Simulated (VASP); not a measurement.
Runs of VASP 6.6.1 on InAs. The structure is that of space group P-6m2 (No. 187), or close to it. The cells are those of the table. 

| level | cell | share of exact exchange | screening parameter | gap on the mesh (eV) | pressure (GPa) |
| --- | --- | --- | --- | --- | --- |
| B3LYP | a = 4.895, b = 4.895, c = 2.901 Å, angles 90.0, 90.0, 120.0°, 2 atoms | 0.2 | - | none | -0.1 |
| PBE0 | a = 4.792, b = 4.792, c = 2.833 Å, angles 90.0, 90.0, 120.0°, 2 atoms | 0.25 | - | none | -0.1 |
| PBEsol-based global hybrid with 25 % exact exchange | a = 4.739, b = 4.739, c = 2.799 Å, angles 90.0, 90.0, 120.0°, 2 atoms | 0.25 | - | none | (a) |
| PBE-based screened hybrid with 25 % exact exchange | a = 4.817, b = 4.817, c = 2.833 Å, angles 90.0, 90.0, 120.0°, 2 atoms | 0.25 | 0.3 1/Å | none | -0.1 |
| PBE-based screened hybrid with 5 % exact exchange | a = 4.731, b = 4.731, c = 2.911 Å, angles 90.0, 90.0, 120.0°, 2 atoms | 0.05 | 0.2 1/Å | none | 1.6 |
| HF | a = 4.873, b = 4.873, c = 2.946 Å, angles 90.0, 90.0, 120.0°, 2 atoms | 1 | - | none | -0.8 |

Alike in all rows: task single point; potentials or basis VASP PAW PBE potentials, release 64 (In_d, As); no spin polarisation; k mesh 4 × 4 × 5; cutoff (eV) 520; smearing fermi-dirac 0.05 eV.

Fill in the values left out.

(a) -0.2.

Caveats: all runs use coarse meshes; the PAW data sets were made with another functional, which shifts forces and pressure a little; spin-orbit coupling is left out, which moves the levels of the heavy elements.

A k mesh can miss the band edges, and the runs leave out spin-orbit coupling on As, In.

A gap of «none» marks levels without a gap at the run's occupations.
